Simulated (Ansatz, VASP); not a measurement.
# Two plane-wave programs on InSe

```
Se In
1.0
     4.02663    0.00000    0.00000
    -2.01332    3.41742    0.00000
     0.00000    0.00000   36.72257
Se In
2 2
Direct
  0.33467 0.66935 0.42610
  0.33467 0.66935 0.57390
  0.99866 0.99732 0.46198
  0.99866 0.99732 0.53802
```

Change from the starting cell: strain along y -0.020, atoms relaxed.

Alike in both runs: functional PBE; dispersion D3(BJ); k mesh 12 × 12 × 1; occupations gaussian, width 0.02 eV; no spin polarisation.

Ansatz relaxed the structure, and its values are those at the end. VASP's run is a single point on that final structure, the one shown.

|  | VASP | Ansatz |
| --- | --- | --- |
| version | VASP 6.6.1 | Ansatz 0.2.0 |
| potentials or method | VASP PAW PBE potentials, release 64 (Se, In_d), cutoff 520 eV | scalar-relativistic, plane waves, PAW |
| valence electrons in the cell | 38 | 58 |

|  | VASP | Ansatz | Ansatz less VASP |
| --- | --- | --- | --- |
| gap on the k mesh at the Fermi level (eV) | 1.78 | 1.79 | +0.011 |
| least direct gap on the mesh (eV) | 1.86 | 1.87 | +0.009 |
| rms of the force components (eV/Å) | 0.009 | 0.002 | -0.0071 |

VASP's potentials hold 38 valence electrons a cell and Ansatz's 58, so a difference there can come from the potentials and not from the codes. Ansatz's warnings: stress scf threshold loose, xc potential rough in thin density.
